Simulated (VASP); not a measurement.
# BN (P6_3mc) in VASP: further runs, part 2 of 2

VASP 6.6.1. Earlier steps stand in the parts before.

## 4. Single point, PBE (uniaxial z strain +2.0%)

INCAR

```
ALGO     = Normal         # electronic algorithm
EDIFF    = 1E-6           # SCF threshold, eV
ENCUT    = 520            # plane-wave cutoff, eV
GGA      = PE             # functional
ISIF     = 2              # what is computed and relaxed
ISMEAR   = 0              # smearing method
LASPH    = T              # aspherical terms in the spheres
LCHARG   = F              # write CHGCAR
LREAL    = F              # projectors in reciprocal space
LWAVE    = F              # write WAVECAR
NBANDS   = 16             # bands
NELM     = 80             # most SCF steps
PREC     = Accurate       # precision mode
SIGMA    = 0.01           # smearing width, eV
```

KPOINTS

```
k-points
0
Gamma
  6 6 4
```

POSCAR

```
BN
1.0
    2.5439499996      0.0000000000      0.0000000000
   -1.2719749998      2.2031253256      0.0000000000
    0.0000000000      0.0000000000      4.2919716483
B N
2 2
Direct
    0.3333333333      0.6666666667     -0.0001346901
    0.6666666667      0.3333333333      0.4998653099
    0.3333333333      0.6666666667      0.3751346901
    0.6666666667      0.3333333333      0.8751346901
```

Potentials or basis: VASP PAW PBE potentials, release 64 (B, N).

Run with:

```console
cat potpaw_PBE.64/B/POTCAR potpaw_PBE.64/N/POTCAR > POTCAR
mpirun -np 1 vasp_std > vasp.out
```

OUTCAR:

```text
EDIFF = 1E-6
   ENCUT = 520
   GGA = PE
   ISIF = 2
   ISMEAR = 0
   LASPH = T
   LREAL = F
   NELM = 80
   PREC = Accurate

 ion  position               nearest neighbor table
   1  0.333  0.667  1.000-   4 1.56   4 1.56   4 1.56   3 1.61
   2  0.667  0.333  0.500-   3 1.56   3 1.56   3 1.56   4 1.61
   3  0.333  0.667  0.375-   2 1.56   2 1.56   2 1.56   1 1.61
   4  0.667  0.333  0.875-   1 1.56   1 1.56   1 1.56   2 1.61

  LATTYP: Found a hexagonal cell.
 ALAT       =     2.5439499996
 C/A-ratio  =     1.6871289329

  Lattice vectors:

 A1 = (   2.5439499996,   0.0000000000,   0.0000000000)
 A2 = (  -1.2719749998,   2.2031253256,   0.0000000000)
 A3 = (   0.0000000000,   0.0000000000,   4.2919716483)

Analysis of symmetry for initial positions (statically):
=====================================================================
 Subroutine PRICEL returns:
 Original cell was already a primitive cell.

 Routine SETGRP: Setting up the symmetry group for a
 hexagonal supercell.

 Subroutine GETGRP returns: Found 12 space group operations
 (whereof  6 operations were pure point group operations)
 out of a pool of 24 trial point group operations.

The static configuration has the point symmetry C_3v.
 The point group associated with its full space group is C_6v.

Analysis of symmetry for dynamics (positions and initial velocities):
=====================================================================
 Subroutine PRICEL returns:
 Original cell was already a primitive cell.

 Routine SETGRP: Setting up the symmetry group for a
 hexagonal supercell.

 Subroutine GETGRP returns: Found 12 space group operations
 (whereof  6 operations were pure point group operations)
 out of a pool of 24 trial point group operations.

[... 118 lines left out ...]
   IALGO  =     38    algorithm
   IMIX   =      4    mixing-type and parameters
     AMIX     =   0.40;   BMIX     =  1.00
     AMIX_MAG =   1.60;   BMIX_MAG =  1.00
  volume/ion in A,a.u.               =       6.01        40.58
  Fermi-wavevector in a.u.,A,eV,Ry     =   1.429047  2.700508 27.785496  2.042176
  Thomas-Fermi vector in A             =   2.549043
   LORBIT       =      0    0 simple, 1 ext, 2 COOP (PROOUT), +10 PAW based schemes
   GGA     = PE    functional components
   LHFCALC =     F    Hartree Fock is set to
   AEXX    =    0.0000 exact exchange contribution
   IVDW    =     0    specifies the selected vdW correction
   LEPSILON=     F    determine dielectric tensor
   LRPA    =     F    only Hartree local field effects (RPA)
 non-spin polarized calculation
 Gauss-broadening in eV      SIGMA  =   0.01
  energy-cutoff  :      520.00
  volume of cell :       24.05
 maximum number of plane-waves:       656
 NGX is ok and might be reduce to    20
   NGX =  9   NGY =  9   NGZ = 15

 number of electron      16.0000001 magnetization

 Free energy of the ion-electron system (eV)
  ---------------------------------------------------
  ext. energy  EPLUGINS =         0.00000000
  ---------------------------------------------------
  free energy    TOTEN  =       -34.80861776 eV

  energy without entropy =      -34.80861776  energy(sigma->0) =      -34.80861776

 E-fermi :   7.4347     XC(G=0): -12.7253

 val. band max:        7.3404242955   @ k =   0.0000   0.0000   0.0000
 cond. band min:      12.5359090021   @ k =   0.3333   0.3333   0.0000
 fundamental gap:      5.1954847066
 Fermi energy:         7.4347350318

 k-point     1 :       0.0000    0.0000    0.0000
  band No.  band energies     occupation
      1     -12.8657      2.00000
      2      -8.9671      2.00000
      3      -3.4420      2.00000
      4       5.4029      2.00000
      5       5.4029      2.00000
      6       7.0475      2.00000
[... 376 lines left out ...]
      3      -1.3258      2.00000
      4      -1.3258      2.00000
      5      -0.2964      2.00000
      6      -0.2964      2.00000
[... 8 lines left out ...]
     15      23.8082      0.00000
     16      23.8082      0.00000

------------------------ aborting loop because EDIFF is reached ----------------------------------------

  FORCE on cell =-STRESS in cart. coord.  units (eV):
  Direction    XX          YY          ZZ          XY          YZ          ZX
  --------------------------------------------------------------------------------------
  -------------------------------------------------------------------------------------
  Total        0.5793511      0.5793511     -2.2052158      0.0000000      0.0000000      0.0000000
  in kB       38.5876010     38.5876010   -146.8781033      0.0000000      0.0000000      0.0000000
  external PRESSURE =     -23.2343004 kB  Pullay stress =       0.0000000 kB

 VOLUME and BASIS-vectors are now :
 -----------------------------------------------------------------------------
  energy-cutoff  :      520.00
  volume of cell :       24.05
      direct lattice vectors                 reciprocal lattice vectors
     2.543950000  0.000000000  0.000000000     0.393089487  0.226950321  0.000000000
    -1.271975000  2.203125326  0.000000000     0.000000000  0.453900642  0.000000000
     0.000000000  0.000000000  4.291971648     0.000000000  0.000000000  0.232993151

 POSITION                                       TOTAL-FORCE (eV/Angst)
 -----------------------------------------------------------------------------------
     -0.00000      1.46875      4.29139         0.000000     -0.000000      0.036524
      1.27197      0.73438      2.14541        -0.000000      0.000000      0.036524
     -0.00000      1.46875      1.61007         0.000000     -0.000000     -0.036524
      1.27197      0.73438      3.75605        -0.000000      0.000000     -0.036524
 -----------------------------------------------------------------------------------
    total drift:                               -0.000000      0.000000     -0.000300

  FREE ENERGIE OF THE ION-ELECTRON SYSTEM (eV)
  ---------------------------------------------------
  free  energy   TOTEN  =       -34.8086177640 eV

  energy  without entropy=      -34.8086177640  energy(sigma->0) =      -34.80861776
```

OSZICAR:

```text
N       E                     dE             d eps       ncg     rms          rms(c)
DAV:   1     0.379169001931E+02    0.37917E+02   -0.82349E+03   672   0.970E+02
DAV:   2    -0.343426364783E+02   -0.72260E+02   -0.68145E+02   984   0.229E+02
DAV:   3    -0.367005506138E+02   -0.23579E+01   -0.23535E+01   752   0.380E+01
DAV:   4    -0.367063437290E+02   -0.57931E-02   -0.57922E-02   816   0.213E+00
DAV:   5    -0.367063610181E+02   -0.17289E-04   -0.17289E-04   752   0.107E-01    0.937E+00
DAV:   6    -0.349632544005E+02    0.17431E+01   -0.22181E+00   824   0.136E+01    0.443E+00
DAV:   7    -0.348363516768E+02    0.12690E+00   -0.30935E-01   824   0.448E+00    0.272E+00
DAV:   8    -0.348095954745E+02    0.26756E-01   -0.53800E-02   800   0.187E+00    0.258E-01
DAV:   9    -0.348083354670E+02    0.12600E-02   -0.20090E-03   776   0.531E-01    0.134E-01
DAV:  10    -0.348086081927E+02   -0.27273E-03   -0.51086E-04   816   0.177E-01    0.260E-02
DAV:  11    -0.348086153890E+02   -0.71963E-05   -0.30600E-05   848   0.534E-02    0.143E-02
DAV:  12    -0.348086176543E+02   -0.22652E-05   -0.54607E-06   776   0.229E-02    0.203E-03
DAV:  13    -0.348086177640E+02   -0.10976E-06   -0.17865E-07   360   0.489E-03
   1 F= -.34808618E+02 E0= -.34808618E+02  d E =-.184288E-42
```

stdout:

```text
POSCAR found type information on POSCAR B N
 POSCAR found :  2 types and       4 ions
 scaLAPACK will be used
 LDA part: xc-table for (Slater+PW92), standard interpolation
 POSCAR, INCAR and KPOINTS ok, starting setup
 FFT: planning ... GRIDC
 FFT: planning ... GRID_SOFT
 FFT: planning ... GRID
 WAVECAR not read
 entering main loop
```

It took 12 s on 1 thread of AMD EPYC 7R13, shared host; peak memory 0.1 GiB.

Results:

```
Free energy            : -34.8086 eV
Pressure               : -2.3 GPa
Largest force          : 0.037 eV/Å
Band gap on the k mesh : 5.20 eV, indirect (least direct gap 7.84 eV)
```

Forces on the atoms (eV/Å):
```
B    0.000  0.000  0.037
B    0.000  0.000  0.037
N    0.000  0.000 -0.037
N    0.000  0.000 -0.037
```

Caveat: the k points lie up to 0.48 Å⁻¹ apart; the cell differs from its parent crystal (uniaxial z strain +2.0%).

## 5. Overview

| cell | gap on the mesh (eV) | pressure (GPa) | largest force (eV/Å) |
| --- | --- | --- | --- |
| a = 2.544, b = 2.544, c = 4.166 Å, angles 90.0, 90.0, 120.0°, 4 atoms | 5.21 | 9.1 | 0.01 |
| a = 2.544, b = 2.544, c = 4.250 Å, angles 90.0, 90.0, 120.0°, 4 atoms | 5.18 | 1.2 | 0.02 |
| a = 2.544, b = 2.544, c = 4.292 Å, angles 90.0, 90.0, 120.0°, 4 atoms | 5.20 | -2.3 | 0.04 |

Alike in all rows: task single point; level PBE; potentials or basis VASP PAW PBE potentials, release 64 (B, N); no spin polarisation; k mesh 6 × 6 × 4; cutoff (eV) 520; smearing gaussian 0.01 eV.

Caveats: all runs use coarse meshes.

Total energies depend on the potentials used, so only differences within one code and one set of settings carry meaning.
